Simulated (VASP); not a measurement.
P, 1 atom in the cell. Symmetry: Fm-3m, No. 225, cubic system. The conventional cell has a = 3.175 Å, b = 3.175 Å, c = 3.175 Å, α = 90.00°, β = 90.00°, γ = 90.00°. P (site symmetry m-3m) has 12 P at 2.25 Å within 3.0 Å. This isn't the form of P at room conditions, which is orthorhombic.

| Item | Value |
| --- | --- |
| Program | VASP 6.6.1 |
| Task | single point |
| Functional | PBE |
| Potentials or basis | VASP PAW PBE potentials, release 64 (P) |
| Cutoff | 520 eV |
| k mesh | 18 × 18 × 18 |
| Occupations | fermi-dirac, width 0.1 eV |
| Spin | no spin polarisation |
| Dipole correction | no |
| Further INCAR settings | ALGO = Normal; EDIFF = 1e-06; NBANDS = 8 |

Potentials or basis: VASP PAW PBE potentials, release 64 (P).

Launch:

```sh
$ cat potpaw_PBE.64/P/POTCAR > POTCAR
$ mpirun -np 1 vasp_std > vasp.out
```

Hardware: 1 thread of AMD EPYC 9R45 96-Core Processor (Zen 5), on a shared host.

Task: How long does it take, and how much memory?

Result: Wall time 5.9 s on 1 thread of AMD EPYC 9R45 96-Core Processor (Zen 5) (shared host), peak memory 0.09 GiB. Counts: scf iterations 10, k points 195.
